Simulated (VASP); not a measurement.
# Ti3O (P6_3/mcm) in VASP: further runs, part 2 of 2

VASP 6.6.1. The steps go on from the part before.

**3. Relaxation of shape and atoms at fixed volume, PBEsol (13.86 Å³/atom)**

This run uses another cell than the first one, of 13.86 Å³/atom.

Input file INCAR:

```
SYSTEM = Ti3O
ALGO = Normal
EDIFF = 1E-7
EDIFFG = -0.01
ENCUT = 600
GGA = PS
GGA_COMPAT = .FALSE.
IBRION = 2
ISIF = 4
ISMEAR = 0
LASPH = .TRUE.
LCHARG = .FALSE.
LREAL = .FALSE.
LWAVE = .FALSE.
NELM = 120
NELMIN = 4
NSW = 50
PREC = Accurate
SIGMA = 0.1
```

Input file KPOINTS:

```
k-points
0
G
  12 12 8
  0 0 0
```

Input file POSCAR:

```
Ti3O
1.0
    5.1156512118      0.0000000000      0.0000000000
   -2.5578256059      4.4302839063      0.0000000000
    0.0000000000      0.0000000000      4.8937995632
Ti O
6 2
Direct
    0.0000000000      0.6708131062      0.7500000000
    0.0000000000      0.3291868938      0.2500000000
    0.6708131062      0.0000000000      0.7500000000
    0.6708131062      0.6708131062      0.2500000000
    0.3291868938      0.3291868938      0.7500000000
    0.3291868938      0.0000000000      0.2500000000
    0.0000000000      0.0000000000      0.5000000000
    0.0000000000      0.0000000000      0.0000000000
```

Potentials or basis: VASP PAW PBE potentials, release 64 (Ti_sv, O).

Command:

```bash
$ cat potpaw_PBE.64/Ti_sv/POTCAR potpaw_PBE.64/O/POTCAR > POTCAR
$ mpirun -np 1 vasp_std > vasp.out
```

OUTCAR:

```text
SYSTEM = Ti3O
   EDIFF = 1E-7
   EDIFFG = -0.01
   ENCUT = 600
   GGA = PS
   IBRION = 2
   ISIF = 4
   ISMEAR = 0
   LASPH = .TRUE.
   LREAL = .FALSE.
   NELM = 120
   NELMIN = 4
   NSW = 50
   PREC = Accurate

 ion  position               nearest neighbor table
   1  0.000  0.671  0.750-   7 2.08   8 2.08   5 2.92   3 2.92
   2  0.000  0.329  0.250-   7 2.08   8 2.08   4 2.92   6 2.92
   3  0.671  0.000  0.750-   7 2.08   8 2.08   5 2.92   1 2.92
   4  0.671  0.671  0.250-   7 2.08   8 2.08   2 2.92   6 2.92
   5  0.329  0.329  0.750-   7 2.08   8 2.08   1 2.92   3 2.92
   6  0.329  0.000  0.250-   7 2.08   8 2.08   2 2.92   4 2.92
   7  0.000  0.000  0.500-   1 2.08   2 2.08   4 2.08   5 2.08   3 2.08   6 2.08
   8  0.000  0.000  0.000-   1 2.08   2 2.08   4 2.08   5 2.08   3 2.08   6 2.08

  LATTYP: Found a hexagonal cell.
 ALAT       =     5.1156512118
 C/A-ratio  =     0.9566327649

  Lattice vectors:

 A1 = (   5.1156512118,   0.0000000000,   0.0000000000)
 A2 = (  -2.5578256059,   4.4302839063,   0.0000000000)
 A3 = (   0.0000000000,   0.0000000000,   4.8937995632)

Analysis of symmetry for initial positions (statically):
=====================================================================
 Subroutine PRICEL returns:
 Original cell was already a primitive cell.

 Routine SETGRP: Setting up the symmetry group for a
 hexagonal supercell.

 Subroutine GETGRP returns: Found 24 space group operations
 (whereof 12 operations were pure point group operations)
 out of a pool of 24 trial point group operations.

The static configuration has the point symmetry D_3d.
 The point group associated with its full space group is D_6h.

Analysis of symmetry for dynamics (positions and initial velocities):
=====================================================================
 Subroutine PRICEL returns:
 Original cell was already a primitive cell.

[... 146 lines left out ...]
   LHFCALC =     F    Hartree Fock is set to
   AEXX    =    0.0000 exact exchange contribution
   IVDW    =     0    specifies the selected vdW correction
   LEPSILON=     F    determine dielectric tensor
   LRPA    =     F    only Hartree local field effects (RPA)
 conjugate gradient relaxation of ions
 non-spin polarized calculation
 Gauss-broadening in eV      SIGMA  =   0.10
  energy-cutoff  :      600.00
  volume of cell :      110.91
 maximum number of plane-waves:      3764
 NGX is ok and might be reduce to    42
   NGX = 21   NGY = 21   NGZ = 19

--------------------------------------- Ionic step        1  -------------------------------------------

 number of electron      83.9999992 magnetization

 Free energy of the ion-electron system (eV)
  ---------------------------------------------------
  ext. energy  EPLUGINS =         0.00000000
  ---------------------------------------------------
  free energy    TOTEN  =       -71.42126548 eV

  energy without entropy =      -71.39450954  energy(sigma->0) =      -71.40788751

------------------------ aborting loop because EDIFF is reached ----------------------------------------

  FORCE on cell =-STRESS in cart. coord.  units (eV):
  Direction    XX          YY          ZZ          XY          YZ          ZX
  --------------------------------------------------------------------------------------
  -------------------------------------------------------------------------------------
  Total       -3.1290346     -3.1290346     -3.2402554      0.0000000      0.0000000     -0.0000000
  in kB      -45.2004005    -45.2004005    -46.8070379      0.0000000      0.0000000     -0.0000000
  external PRESSURE =     -45.7359463 kB  Pullay stress =       0.0000000 kB
[... 113 lines left out ...]
--------------------------------------- Ionic step        4  -------------------------------------------

 number of electron      83.9999998 magnetization

 Free energy of the ion-electron system (eV)
  ---------------------------------------------------
  ext. energy  EPLUGINS =         0.00000000
  ---------------------------------------------------
  free energy    TOTEN  =       -71.42426691 eV

  energy without entropy =      -71.39818109  energy(sigma->0) =      -71.41122400

 E-fermi :   8.9184     XC(G=0): -12.0271

 val. band max:        8.9024246784   @ k =   0.0000   0.0000   0.3750
 cond. band min:       8.9203289492   @ k =   0.0833  -0.0000   0.5000
 fundamental gap:      0.0179042708
 Fermi energy:         8.9184340956

 k-point     1 :       0.0000    0.0000    0.0000
  band No.  band energies     occupation
      1     -48.0651      2.00000
      2     -47.9645      2.00000
      3     -47.9372      2.00000
      4     -47.9372      2.00000
      5     -47.9277      2.00000
      6     -47.9277      2.00000
[... 1261 lines left out ...]
     49      10.0904      0.00000
     50      10.3426      0.00000

 [... further k-points ...]

------------------------ aborting loop because EDIFF is reached ----------------------------------------

  FORCE on cell =-STRESS in cart. coord.  units (eV):
  Direction    XX          YY          ZZ          XY          YZ          ZX
  --------------------------------------------------------------------------------------
  -------------------------------------------------------------------------------------
  Total       -2.8638313     -2.8638313     -2.9718062      0.0000000      0.0000000      0.0000000
  in kB      -41.3694124    -41.3694124    -42.9291620      0.0000000      0.0000000      0.0000000
  external PRESSURE =     -41.8893289 kB  Pullay stress =       0.0000000 kB
[... 23 lines left out ...]
  FREE ENERGIE OF THE ION-ELECTRON SYSTEM (eV)
  ---------------------------------------------------
  free  energy   TOTEN  =       -71.4242669065 eV

  energy  without entropy=      -71.3981810927  energy(sigma->0) =      -71.41122400

 reached required accuracy - stopping structural energy minimisation
```

CONTCAR:

```text
Ti3O
   1.00000000000000
     5.1189723489277688    0.0000000000000000    0.0000000000000000
    -2.5594861744638844    4.4331600954233368   -0.0000000000000000
     0.0000000000000000    0.0000000000000000    4.8874515285018347
  Ti              O
     6     2
Direct
     1.0000000000000000    0.6720326844225836    0.7500000000000000
     0.0000000000000000    0.3279673155774164    0.2500000000000000
     0.6720326844225836    1.0000000000000000    0.7500000000000000
     0.6720326844225836    0.6720326844225836    0.2500000000000000
     0.3279673155774164    0.3279673155774164    0.7500000000000000
     0.3279673155774164    1.0000000000000000    0.2500000000000000
     1.0000000000000000    1.0000000000000000    0.5000000000000000
     1.0000000000000000    1.0000000000000000    0.0000000000000000

  0.00000000E+00  0.00000000E+00  0.00000000E+00
  0.00000000E+00  0.00000000E+00  0.00000000E+00
  0.00000000E+00  0.00000000E+00  0.00000000E+00
  0.00000000E+00  0.00000000E+00  0.00000000E+00
  0.00000000E+00  0.00000000E+00  0.00000000E+00
  0.00000000E+00  0.00000000E+00  0.00000000E+00
  0.00000000E+00  0.00000000E+00  0.00000000E+00
  0.00000000E+00  0.00000000E+00  0.00000000E+00
```

Wall time 39 min (1 thread of Oxide Virtual Turin-like, shared host); peak memory 0.55 GiB.

Results:

* Free energy: -71.4243 eV
* Energy gained by relaxing: 0.4 meV/atom
* Ionic steps: 4
* Pressure after relaxing: -4.2 GPa
* Band gap on the k mesh: zero (bands 42 and 43 overlap by 0.69 eV)

Stress tensor (GPa, compression positive):
```
-4.14  0.00  0.00
 0.00 -4.14  0.00
 0.00  0.00 -4.29
```

Step by step:
```tsv
step	energy change (eV)	largest force (eV/Å)	pressure (GPa)	volume (Å³)
1	0.0000	0.1533	-4.57	110.91
2	-0.0027	0.0349	-4.12	110.91
3	-0.0028	0.0021	-4.20	110.91
4	-0.0030	0.0010	-4.19	110.91
```

Final structure:
```
Ti O
1.0
     5.11897    0.00000    0.00000
    -2.55949    4.43316    0.00000
     0.00000    0.00000    4.88745
Ti O
6 2
Direct
  0.00000 0.67203 0.75000
  0.00000 0.32797 0.25000
  0.67203 0.00000 0.75000
  0.67203 0.67203 0.25000
  0.32797 0.32797 0.75000
  0.32797 0.00000 0.25000
  0.00000 0.00000 0.50000
  0.00000 0.00000 0.00000
```

Caveat: the PAW data sets were made with another functional, which shifts forces and pressure a little.
